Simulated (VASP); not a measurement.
InO3 (ReO3 type), 4 atoms in the cell. Symmetry: Pm-3m, No. 221, cubic system. The conventional cell has a = 4.156 Å, b = 4.156 Å, c = 4.156 Å, α = 90.00°, β = 90.00°, γ = 90.00°. Within 2.8 Å of In (site symmetry m-3m) lie 6 O at 2.08 Å. O (site symmetry 4/mmm) has 2 In at 2.08 Å within 2.8 Å. 

- Program: VASP 6.6.1
- Task: single point
- Functional: PBE
- Potentials or basis: VASP PAW PBE potentials, release 64 (In_d, O)
- Cutoff: 520 eV
- k mesh: 9 × 9 × 9
- Occupations: fermi-dirac, width 0.0612256 eV
- Spin: no spin polarisation
- Dipole correction: no
- Further INCAR settings: ALGO = Normal; EDIFF = 1e-06; NBANDS = 24

Potentials or basis: VASP PAW PBE potentials, release 64 (In_d, O).

The run is started by

```console
$ cat potpaw_PBE.64/In_d/POTCAR potpaw_PBE.64/O/POTCAR > POTCAR
$ mpirun -np 1 vasp_std > vasp.out
```

Hardware: 1 thread of Intel Xeon 8259CL, with other jobs on the host.

Task: How long does it take, and how much memory?

Result: It took 58 s on 1 thread of Intel Xeon 8259CL, with other jobs on the host, peak memory 0.2 GiB. Counts: scf iterations 13, k points 35.
